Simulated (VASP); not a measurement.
Wanted: the native input for a VASP 6.6.1 run.

* Task: electric field gradients
* Functional: PBEsol
* Potentials or basis: VASP PAW PBE potentials, release 64 (K_sv)
* Cutoff: 520 eV
* k mesh: 10 × 10 × 10
* Occupations: fermi-dirac, width 0.08 eV
* Spin: no spin polarisation
* Dipole correction: no
* Further INCAR settings: ALGO = Normal; EDIFF = 1e-08; NBANDS = 10

The structure of K lies in POSCAR:

```
K
1.0
   -2.6353382536      2.6353382536      2.6353382536
    2.6353382536     -2.6353382536      2.6353382536
    2.6353382536      2.6353382536     -2.6353382536
K
1
Direct
    0.0000000000      0.0000000000      0.0000000000
```

The input as run:

INCAR

```
SYSTEM = K
PREC     = Accurate       ! precision mode
ENCUT    = 520            ! plane-wave cutoff, eV
EDIFF    = 1E-8           ! SCF threshold, eV
ISMEAR   = -1             ! smearing method
SIGMA    = 0.08           ! smearing width, eV
LREAL    = .FALSE.        ! projectors in reciprocal space
LASPH    = .TRUE.         ! aspherical terms in the spheres
NELM     = 100            ! most SCF steps
ALGO     = Normal         ! electronic algorithm
ISIF     = 2              ! what is computed and relaxed
LWAVE    = .FALSE.        ! write WAVECAR
LCHARG   = .FALSE.        ! write CHGCAR
GGA      = PS             ! functional
LEFG     = .TRUE.       
NBANDS   = 10             ! bands
```

KPOINTS

```
Automatic mesh
0
G
  10 10 10
  0 0 0
```

Potentials or basis: VASP PAW PBE potentials, release 64 (K_sv).

Launch:

```console
$ cat potpaw_PBE.64/K_sv/POTCAR > POTCAR
$ mpirun -np 1 vasp_std > vasp.out
```

It gave:

- Pressure: -0.1 GPa
- Band gap on the k mesh: zero (an odd number of electrons rules out a gap without spin polarisation)
- Largest electric field gradient by atom: zero within the noise of the run

Caveat: the PAW data sets were made with another functional, which shifts forces and pressure a little.

Wall time 15 s on 1 thread of Intel(R) Xeon(R) 6975P-C (Granite Rapids), on a shared host, peak memory 0.2 GiB.
